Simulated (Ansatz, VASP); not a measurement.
# S in VASP and in Ansatz

File INCAR:

```
PREC     = Accurate       # precision mode
ENCUT    = 520            # plane-wave cutoff, eV
EDIFF    = 1E-6           # SCF threshold, eV
ISMEAR   = 0              # smearing method
SIGMA    = 0.15           # smearing width, eV
LREAL    = False          # projectors in reciprocal space
LASPH    = True           # aspherical terms in the spheres
NELM     = 100            # most SCF steps
ALGO     = Normal         # electronic algorithm
ISIF     = 2              # what is computed and relaxed
LWAVE    = False          # write WAVECAR
LCHARG   = False          # write CHGCAR
GGA      = CA             # functional
NBANDS   = 9              # bands
```

File KPOINTS:

```
regular mesh
0
Gamma
  20 20 20
```

POSCAR

```
S
1.0
    0.0000000000      1.9644350888      1.9345198337
    1.9644350888      0.0000000000      1.9345198337
    1.9644350888      1.9644350888      0.0000000000
S
1
Direct
    0.0000000000      0.0000000000      0.0000000000
```

Input for Ansatz:

```yaml
crystal:
  lattice:
    - [0.0, 1.9644350888, 1.9345198337]
    - [1.9644350888, 0.0, 1.9345198337]
    - [1.9644350888, 1.9644350888, 0.0]
  atoms:
    - { symbol: S, position: [0.0, 0.0, 0.0] }
basis:
  ecutwfc: 420
kpoints:
  mp_grid: { grid: [20, 20, 20] }
hamiltonian:
  xc: lda
scf:
  occupations: { method: gaussian, width: 0.15 }
output:
  forces: true
  stress: true
  eigenvalues: true
```

Change from the starting cell: strain -0.015 along x and y, -0.030 along z, atoms carried along.

Alike in both runs: task single point; functional LDA; k mesh 20 × 20 × 20; occupations gaussian, width 0.15 eV; no spin polarisation.

```csv
,VASP,Ansatz
version,VASP 6.6.1,Ansatz 0.2.0
potentials or method,"VASP PAW LDA potentials, release 64 (S), cutoff 520 eV","scalar-relativistic, plane waves, PAW"
valence electrons in the cell,6,6
```

```tsv
	VASP	Ansatz	Ansatz less VASP
gap on the k mesh at the Fermi level (eV)	none	none	-
pressure (GPa)	-1.5	-1.4	+0.05
traceless stress, the component that is largest in VASP (GPa)	-0.87	-0.88	-0.008
```

LDA's correlation is that of Perdew and Zunger in VASP and of Perdew and Wang (1992) in Ansatz. A gap of «none» marks a metal or a gap that the smearing closes.
